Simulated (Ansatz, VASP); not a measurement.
## One calculation of GaSb, two programs

INCAR

```
SYSTEM = GaSb
  PREC = Accurate
  ENCUT = 500
  EDIFF = 1E-6
  ISMEAR = -1
  SIGMA = 0.15
  LREAL = .FALSE.
  LASPH = .TRUE.
  NELM = 120
  ALGO = Normal
  ISIF = 2
  LWAVE = .FALSE.
  LCHARG = .TRUE.
  GGA = PS
  LELF = .TRUE.
  LVHAR = .TRUE.
  NBANDS = 16
  GGA_COMPAT = .FALSE.
```

Contents of KPOINTS:

```
Automatic mesh
0
G
  8 8 8
  0 0 0
```

File POSCAR:

```
GaSb
1.0
    0.0000000000      3.0552000000      3.0552000000
    3.0552000000      0.0000000000      3.0552000000
    3.0552000000      3.0552000000      0.0000000000
Ga Sb
1 1
Direct
    0.0000000000      0.0000000000      0.0000000000
    0.2500000000      0.2500000000      0.2500000000
```

Input for Ansatz:

```yaml
crystal:
  lattice:
    - [0.0, 3.0552, 3.0552]
    - [3.0552, 0.0, 3.0552]
    - [3.0552, 3.0552, 0.0]
  atoms:
    - { symbol: Ga, position: [0.0, 0.0, 0.0] }
    - { symbol: Sb, position: [0.25, 0.25, 0.25] }
basis:
  ecutwfc: 420
kpoints:
  mp_grid: { grid: [8, 8, 8] }
hamiltonian:
  xc: pbesol
scf:
  occupations: { method: fermi_dirac, width: 0.15 }
output:
  forces: true
  stress: true
  eigenvalues: true
```

Alike in both runs: task single point; functional PBEsol; k mesh 8 × 8 × 8; occupations fermi-dirac, width 0.15 eV; no spin polarisation.

|  | VASP | Ansatz |
| --- | --- | --- |
| version | VASP 6.6.1 | Ansatz 0.2.0 |
| potentials or method | VASP PAW PBE potentials, release 64 (Ga_d, Sb), cutoff 500 eV | scalar-relativistic, plane waves, PAW |
| valence electrons in the cell | 18 | 28 |

```csv
,VASP,Ansatz,Ansatz less VASP
gap on the k mesh at the Fermi level (eV),none,none,-
pressure (GPa),0.2,0.1,-0.09
```

VASP's potentials were made for PBE, not for PBEsol. A gap of «none» marks a metal or a gap that the smearing closes. VASP's potentials hold 18 valence electrons a cell and Ansatz's 28, so a difference there can come from the potentials and not from the codes.

Neither program's run includes spin-orbit coupling.
